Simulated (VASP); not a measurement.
# CsCdCl3 in VASP: further runs

Runs on CsCdCl3. Level: LDA. Tasks: single point.

Everything below comes from runs of VASP 6.6.1. Logs are shortened: lines on timing, memory, paths and dates and some standing lists are left out, and cuts for length are marked.

## Step 1: The cell of the first run

The structure is tetragonal, space group P4/mmm (No. 123). Conventional cell: a = 5.087 Å, b = 5.087 Å, c = 5.214 Å, α = 90.00°, β = 90.00°, γ = 90.00°. Within 4.7 Å of Cs (site symmetry 4/mmm) lie 12 Cl at 3.60 to 3.64 Å and 8 Cd at 4.44 Å. Within 3.4 Å of Cd (site symmetry 4/mmm) lie 6 Cl at 2.54 to 2.61 Å. Cl (site symmetry mmm) has 2 Cd at 2.54 Å within 3.4 Å. Within 3.4 Å of Cl (site symmetry 4/mmm) lie 2 Cd at 2.61 Å.

## Step 2: Single point, LDA (uniaxial strain along c: +2.0 %)

The input, INCAR:

```
SYSTEM = CsCdCl3
  PREC = Accurate
  ENCUT = 520
  EDIFF = 1E-6
  ISMEAR = 0
  SIGMA = 0.02
  LREAL = .False.
  LASPH = .True.
  NELM = 60
  ALGO = Normal
  ISIF = 2
  LWAVE = .False.
  LCHARG = .False.
  GGA = CA
  NBANDS = 29
```

The input, KPOINTS:

```
Automatic mesh
0
Gamma
  6 6 6
  0 0 0
```

The input, POSCAR:

```
CsCdCl3
1.0
    5.0866117837      0.0000000000      0.0000000000
    0.0000000000      5.0866117837      0.0000000000
    0.0000000000      0.0000000000      5.2144160999
Cs Cd Cl
1 1 3
Direct
    0.0000000000      0.0000000000      0.0000000000
    0.5000000000      0.5000000000      0.5000000000
    0.0000000000      0.5000000000      0.5000000000
    0.5000000000      0.0000000000      0.5000000000
    0.5000000000      0.5000000000      0.0000000000
```

Potentials or basis: VASP PAW LDA potentials, release 64 (Cs_sv, Cd, Cl).

Command:

```bash
$ cat potpaw_LDA.64/Cs_sv/POTCAR potpaw_LDA.64/Cd/POTCAR potpaw_LDA.64/Cl/POTCAR > POTCAR
$ mpirun -np 1 vasp_std > vasp.out
```

OUTCAR:

```text
SYSTEM = CsCdCl3
   PREC = Accurate
   ENCUT = 520
   EDIFF = 1E-6
   ISMEAR = 0
   LREAL = .False.
   LASPH = .True.
   NELM = 60
   ISIF = 2
   GGA = CA

 ion  position               nearest neighbor table
   1  0.000  0.000  0.000-
   2  0.500  0.500  0.500-   3 2.54   4 2.54   4 2.54   3 2.54   5 2.61   5 2.61
   3  0.000  0.500  0.500-   2 2.54   2 2.54
   4  0.500  0.000  0.500-   2 2.54   2 2.54
   5  0.500  0.500  0.000-   2 2.61   2 2.61

  LATTYP: Found a simple tetragonal cell.
 ALAT       =     5.0866117837
 C/A-ratio  =     1.0251256281

  Lattice vectors:

 A1 = (   5.0866117837,   0.0000000000,   0.0000000000)
 A2 = (   0.0000000000,   5.0866117837,   0.0000000000)
 A3 = (   0.0000000000,   0.0000000000,   5.2144160999)

Analysis of symmetry for initial positions (statically):
=====================================================================
 Subroutine PRICEL returns:
 Original cell was already a primitive cell.

 Routine SETGRP: Setting up the symmetry group for a
 simple tetragonal supercell.

 Subroutine GETGRP returns: Found 16 space group operations
 (whereof 16 operations were pure point group operations)
 out of a pool of 16 trial point group operations.

The static configuration has the point symmetry D_4h.

Analysis of symmetry for dynamics (positions and initial velocities):
=====================================================================
 Subroutine PRICEL returns:
 Original cell was already a primitive cell.

 Routine SETGRP: Setting up the symmetry group for a
 simple tetragonal supercell.

 Subroutine GETGRP returns: Found 16 space group operations
 (whereof 16 operations were pure point group operations)
 out of a pool of 16 trial point group operations.

The dynamic configuration has the point symmetry D_4h.

 Subroutine INISYM returns: Found 16 space group operations
 (whereof 16 operations are pure point group operations),
 and found     1 'primitive' translations

----------------------------------------------------------------------------------------

                                     Primitive cell

  volume of cell :     134.9158

  direct lattice vectors                    reciprocal lattice vectors
     5.086611784  0.000000000  0.000000000     0.196594520  0.000000000  0.000000000
     0.000000000  5.086611784  0.000000000     0.000000000  0.196594520  0.000000000
     0.000000000  0.000000000  5.214416100     0.000000000  0.000000000  0.191776026

  length of vectors
     5.086611784  5.086611784  5.214416100     0.196594520  0.196594520  0.191776026

  position of ions in fractional coordinates (direct lattice)
     0.000000000  0.000000000  0.000000000
     0.500000000  0.500000000  0.500000000
     0.000000000  0.500000000  0.500000000
     0.500000000  0.000000000  0.500000000
     0.500000000  0.500000000  0.000000000

  ion indices of the primitive-cell ions
   primitive index   ion index
                 1           1
                 2           2
                 3           3
                 4           4
                 5           5

----------------------------------------------------------------------------------------

 KPOINTS: Automatic mesh

Automatic generation of k-mesh.
 Grid dimensions read from file:
 generate k-points for:    6    6    6

 Generating k-lattice:

  Cartesian coordinates                     Fractional coordinates (reciprocal lattice)
     0.032765753  0.000000000  0.000000000     0.166666667  0.000000000  0.000000000
     0.000000000  0.032765753  0.000000000     0.000000000  0.166666667  0.000000000
     0.000000000  0.000000000  0.031962671     0.000000000  0.000000000  0.166666667

  Length of vectors
     0.032765753  0.032765753  0.031962671

  Shift w.r.t. Gamma in fractional coordinates (k-lattice)
     0.000000000  0.000000000  0.000000000

 Subroutine IBZKPT returns following result:
 ===========================================

 Found     40 irreducible k-points:

 Following reciprocal coordinates:
            Coordinates               Weight
  0.000000  0.000000  0.000000      1.000000
  0.166667  0.000000  0.000000      4.000000
  0.333333  0.000000  0.000000      4.000000
  0.500000  0.000000  0.000000      2.000000
  0.166667  0.166667  0.000000      4.000000
  0.333333  0.166667  0.000000      8.000000
[... 16 lines left out ...]
  0.333333  0.000000  0.333333      8.000000
  0.500000  0.000000  0.333333      4.000000
 [... further k-points ...]
   k-points           NKPTS =     40   k-points in BZ     NKDIM =     40   number of bands    NBANDS=     29
   number of dos      NEDOS =    301   number of ions     NIONS =      5
   total plane-waves  NPLWV =  64000
   dimension x,y,z NGX =    40 NGY =   40 NGZ =   40
   dimension x,y,z NGXF=    80 NGYF=   80 NGZF=   80
   ions per type =               1   1   3
   NGX,Y,Z   is equivalent  to a cutoff of  13.07, 13.07, 12.75 a.u.
   NGXF,Y,Z  is equivalent  to a cutoff of  26.15, 26.15, 25.51 a.u.
 SYSTEM =  CsCdCl3
   PREC   = accura    normal or accurate (medium, high low for compatibility)
   ISTART =      0    job   : 0-new  1-cont  2-samecut
   ICHARG =      2    charge: 1-file 2-atom 10-const
   ISPIN  =      1    spin polarized calculation?
   LNONCOLLINEAR =      F non collinear calculations
   LSORBIT =      F    spin-orbit coupling
   LASPH  =      T    aspherical Exc in radial PAW
   ENCUT  =  520.0 eV  38.22 Ry    6.18 a.u.   9.46  9.46  9.70*2*pi/ulx,y,z
   NELM   =     60;   NELMIN=  2; NELMDL= -5     # of ELM steps
   EDIFF  = 0.1E-05   stopping-criterion for ELM
   LREAL  =      F    real-space projection
   EDIFFG = 0.1E-04   stopping-criterion for IOM
   NSW    =      0    number of steps for IOM
   IBRION =     -1    ionic relax: 0-MD 1-quasi-New 2-CG
   NFREE  =      0    steps in history (QN), initial steepest desc. (CG)
   ISIF   =      2    stress and relaxation
   ISYM   =      2    0-nonsym 1-usesym 2-fastsym
   POTIM  = 0.5000    time-step for ionic-motion
   TEBEG  =    0.0;   TEEND  =   0.0 temperature during run
   PSTRESS=    0.0 pullay stress
   NELECT =      42.0000    total number of electrons
   NUPDOWN=      -1.0000    fix difference up-down
   EMIN   =  10.00;   EMAX   =-10.00  energy-range for DOS
   EFERMI =   0.00;   METHOD = LEGACY
   ISMEAR =     0;   SIGMA  =   0.02  broadening in eV -4-tet -1-fermi 0-gaus
   EFERMI_NEDOS =   21; number of points for ismear=-14 and -15
   IALGO  =     38    algorithm
   IMIX   =      4    mixing-type and parameters
     AMIX     =   0.40;   BMIX     =  1.00
     AMIX_MAG =   1.60;   BMIX_MAG =  1.00
  volume/ion in A,a.u.               =      26.98       182.09
  Fermi-wavevector in a.u.,A,eV,Ry     =   1.109525  2.096698 16.749385  1.231045
  Thomas-Fermi vector in A             =   2.246065
   LORBIT       =      0    0 simple, 1 ext, 2 COOP (PROOUT), +10 PAW based schemes
   GGA     = CA    functional components
   LHFCALC =     F    Hartree Fock is set to
   AEXX    =    0.0000 exact exchange contribution
   IVDW    =     0    specifies the selected vdW correction
   LEPSILON=     F    determine dielectric tensor
   LRPA    =     F    only Hartree local field effects (RPA)
 non-spin polarized calculation
 Gauss-broadening in eV      SIGMA  =   0.02
  energy-cutoff  :      520.00
  volume of cell :      134.92
 maximum number of plane-waves:      3679
 NGX is ok and might be reduce to    40
   NGX = 19   NGY = 19   NGZ = 19

 number of electron      42.0000002 magnetization

 Free energy of the ion-electron system (eV)
  ---------------------------------------------------
  ext. energy  EPLUGINS =         0.00000000
  ---------------------------------------------------
  free energy    TOTEN  =       -16.83042962 eV

  energy without entropy =      -16.83042962  energy(sigma->0) =      -16.83042962

 E-fermi :   0.5032     XC(G=0):  -9.3258

 val. band max:        0.3578758751   @ k =   0.5000   0.5000   0.5000
 cond. band min:       1.9060676857   @ k =   0.0000   0.0000   0.0000
 fundamental gap:      1.5481918106
 Fermi energy:         0.5032201419

 k-point     1 :       0.0000    0.0000    0.0000
  band No.  band energies     occupation
      1     -18.7039      2.00000
      2     -13.5174      2.00000
      3     -12.9457      2.00000
      4     -12.8287      2.00000
      5      -6.3792      2.00000
      6      -6.3627      2.00000
[... 21 lines left out ...]
     28       7.4343      0.00000
     29      11.3170      0.00000

 k-point     2 :       0.1667    0.0000    0.0000
  band No.  band energies     occupation
      1     -18.7004      2.00000
      2     -13.4760      2.00000
      3     -12.9544      2.00000
      4     -12.8334      2.00000
      5      -6.4011      2.00000
      6      -6.3862      2.00000
[... 21 lines left out ...]
     28       7.7422      0.00000
     29      10.8868      0.00000

 k-point     3 :       0.3333    0.0000    0.0000
  band No.  band energies     occupation
      1     -18.6935      2.00000
      2     -13.3863      2.00000
      3     -12.9780      2.00000
      4     -12.8403      2.00000
      5      -6.7733      2.00000
      6      -6.4412      2.00000
[... 21 lines left out ...]
     28       8.5182      0.00000
     29       9.9205      0.00000

 k-point     4 :       0.5000    0.0000    0.0000
  band No.  band energies     occupation
      1     -18.6899      2.00000
      2     -13.3367      2.00000
      3     -12.9939      2.00000
      4     -12.8427      2.00000
      5      -6.9750      2.00000
      6      -6.4598      2.00000
[... 21 lines left out ...]
     28       8.9235      0.00000
     29       9.1169      0.00000

 k-point     5 :       0.1667    0.1667    0.0000
  band No.  band energies     occupation
      1     -18.6972      2.00000
      2     -13.4321      2.00000
      3     -12.9614      2.00000
      4     -12.8389      2.00000
      5      -6.4201      2.00000
      6      -6.4083      2.00000
[... 21 lines left out ...]
     28       8.0701      0.00000
     29      10.3322      0.00000
[... 510 lines left out ...]
     28       8.3691      0.00000
     29       9.5638      0.00000

 k-point    22 :       0.1667    0.0000    0.3333
  band No.  band energies     occupation
      1     -18.6924      2.00000
      2     -13.4030      2.00000
      3     -12.9494      2.00000
      4     -12.8444      2.00000
      5      -6.6786      2.00000
      6      -6.4281      2.00000
[... 21 lines left out ...]
     28       8.5349      0.00000
     29       9.2710      0.00000

 k-point    23 :       0.3333    0.0000    0.3333
  band No.  band energies     occupation
      1     -18.6866      2.00000
      2     -13.2924      2.00000
      3     -12.9784      2.00000
      4     -12.8514      2.00000
      5      -6.8551      2.00000
      6      -6.4729      2.00000
[... 21 lines left out ...]
     28       8.6794      0.00000
     29       8.7374      0.00000

 k-point    24 :       0.5000    0.0000    0.3333
  band No.  band energies     occupation
      1     -18.6838      2.00000
      2     -13.2227      2.00000
      3     -13.0065      2.00000
      4     -12.8541      2.00000
      5      -7.0098      2.00000
      6      -6.5073      2.00000
[... 21 lines left out ...]
     28       8.7575      0.00000
     29       9.1854      0.00000

 [... further k-points ...]
[... 5 lines left out ...]
  --------------------------------------------------------------------------------------
  -------------------------------------------------------------------------------------
  Total        0.2987964      0.2987964     -0.7718160      0.0000000      0.0000000      0.0000000
  in kB        3.5483224      3.5483224     -9.1656120      0.0000000      0.0000000      0.0000000
  external PRESSURE =      -0.6896557 kB  Pullay stress =       0.0000000 kB

 VOLUME and BASIS-vectors are now :
 -----------------------------------------------------------------------------
  energy-cutoff  :      520.00
  volume of cell :      134.92
      direct lattice vectors                 reciprocal lattice vectors
     5.086611784  0.000000000  0.000000000     0.196594520  0.000000000  0.000000000
     0.000000000  5.086611784  0.000000000     0.000000000  0.196594520  0.000000000
     0.000000000  0.000000000  5.214416100     0.000000000  0.000000000  0.191776026

 POSITION                                       TOTAL-FORCE (eV/Angst)
 -----------------------------------------------------------------------------------
      0.00000      0.00000      0.00000         0.000000      0.000000      0.000000
      2.54331      2.54331      2.60721         0.000000      0.000000      0.000000
      0.00000      2.54331      2.60721         0.000000      0.000000      0.000000
      2.54331      0.00000      2.60721         0.000000      0.000000      0.000000
      2.54331      2.54331      0.00000         0.000000      0.000000      0.000000
 -----------------------------------------------------------------------------------
    total drift:                                0.000000      0.000000     -0.000000

  FREE ENERGIE OF THE ION-ELECTRON SYSTEM (eV)
  ---------------------------------------------------
  free  energy   TOTEN  =       -16.8304296164 eV

  energy  without entropy=      -16.8304296164  energy(sigma->0) =      -16.83042962
```

It took 2.1 min on 1 thread of Intel Xeon Platinum 8488C (Sapphire Rapids), shared host; peak memory 0.29 GiB.

Results:

```
Free energy            : -16.8304 eV
Pressure               : -0.1 GPa
Band gap on the k mesh : 1.55 eV, indirect (least direct gap 2.30 eV)
```

Levels at points of the mesh, in eV from the valence-band top:
```tsv
k point	band 17	band 18	band 19	band 20	band 21	band 22	band 23	band 24	band 25	band 26
(0.00, 0.00, 0.00)	-1.12	-1.12	-0.75	-0.75	-0.75	1.55	5.50	5.63	5.72	6.95
(0.50, 0.00, 0.00)	-1.39	-1.14	-1.13	-1.07	-1.06	4.49	6.89	7.16	7.56	7.99
(0.50, 0.50, 0.00)	-1.38	-1.18	-1.18	-0.45	-0.01	6.40	7.07	7.07	7.59	8.07
(0.00, 0.00, 0.50)	-1.39	-1.07	-1.07	-1.05	-1.05	4.21	6.82	6.96	7.62	7.88
(0.50, 0.00, 0.50)	-1.32	-1.32	-1.31	-0.48	-0.10	6.21	6.89	7.15	7.53	7.92
(0.50, 0.50, 0.50)	-0.46	-0.46	-0.43	-0.12	0.00	5.46	5.60	5.60	7.18	8.20
```

Caveat: the cell differs from its parent crystal (uniaxial strain along c: +2.0 %); spin-orbit coupling is left out, which moves the levels of the heavy elements. A k mesh can miss the band edges.

## Step 3: Single point, LDA

This run uses another cell than the first one, of 18.37 Å³/atom, 0.681 times its volume.

The input, INCAR:

```
PREC = Accurate
ENCUT = 500
EDIFF = 1E-6
ISMEAR = 0
SIGMA = 0.02
LREAL = F
LASPH = T
NELM = 120
ALGO = Normal
ISIF = 2
LWAVE = F
LCHARG = F
GGA = CA
NBANDS = 29
GGA_COMPAT = F
```

The input, KPOINTS:

```
regular mesh
0
Gamma
  6 6 6
```

POSCAR, as its differences from that of step 2:

```diff
@@ -2,5 +2,5 @@
 1.0
-    5.0866117837      0.0000000000      0.0000000000
-    0.0000000000      5.0866117837      0.0000000000
-    0.0000000000      0.0000000000      5.2144160999
+    4.5122208246      0.0000000000      0.0000000000
+    0.0000000000      4.5122208246      0.0000000000
+    0.0000000000      0.0000000000      4.5122208246
 Cs Cd Cl
```

Potentials or basis: VASP PAW LDA potentials, release 64 (Cs_sv, Cd, Cl).

Command:

```bash
$ cat potpaw_LDA.64/Cs_sv/POTCAR potpaw_LDA.64/Cd/POTCAR potpaw_LDA.64/Cl/POTCAR > POTCAR
$ mpirun -np 1 vasp_std > vasp.out
```

It took 25 s on 1 thread of AMD EPYC 9R45 (Zen 5), shared host; peak memory 0.17 GiB.

The run converged. Its results:

```yaml
Free_energy: -12.9981 eV
Pressure: 41.6 GPa
Band_gap_on_the_k_mesh: 1.80 eV, indirect (least direct gap 3.93 eV)
```

Levels at points of the mesh, in eV from the valence-band top:
| k point | band 17 | band 18 | band 19 | band 20 | band 21 | band 22 | band 23 | band 24 | band 25 | band 26 |
| --- | --- | --- | --- | --- | --- | --- | --- | --- | --- | --- |
| (0.00, 0.00, 0.00) | -3.36 | -3.36 | -2.13 | -2.13 | -2.13 | 1.80 | 3.46 | 3.46 | 5.15 | 5.15 |
| (0.50, 0.00, 0.00) | -3.57 | -3.11 | -3.11 | -2.74 | -2.74 | 5.84 | 6.00 | 6.01 | 6.01 | 7.23 |
| (0.50, 0.50, 0.00) | -3.52 | -2.93 | -2.93 | -2.07 | -0.03 | 6.50 | 6.50 | 6.58 | 6.84 | 8.14 |
| (0.50, 0.50, 0.50) | -2.01 | -2.01 | -2.01 | 0.00 | 0.00 | 4.55 | 4.55 | 4.55 | 6.35 | 7.66 |

Caveat: spin-orbit coupling is left out, which moves the levels of the heavy elements.
